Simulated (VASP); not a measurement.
Runs of VASP 6.6.1 on PbO3 (ReO3 type). The structure is that of space group Pm-3m (No. 221), or close to it. The cells are those of the table. 

| cell | gap on the mesh (eV) | pressure (GPa) |
| --- | --- | --- |
| a = 4.267 Å, 4 atoms | none | 1.3 |
| a = 4.296 Å, 4 atoms | none | 0.0 |
| a = 4.209 Å, 4 atoms | none | 4.3 |
| a = 4.325 Å, 4 atoms | none | (a) |

Alike in all rows: task single point; level PBE; potentials or basis VASP PAW PBE potentials, release 64 (Pb_d, O); no spin polarisation; k mesh 13 × 13 × 13; cutoff (eV) 520; smearing fermi-dirac 0.0612256 eV.

Problem. Fill in the values left out.

Solution. (a) -1.1.

Caveats: semilocal functionals underestimate gaps, so a narrow gap can read as zero; spin-orbit coupling is left out, which moves the levels of the heavy elements; the cell stands under pressure (at least some runs).

A k mesh can miss the band edges, and the runs leave out spin-orbit coupling on Pb.

A gap of «none» marks levels without a gap at the run's occupations.
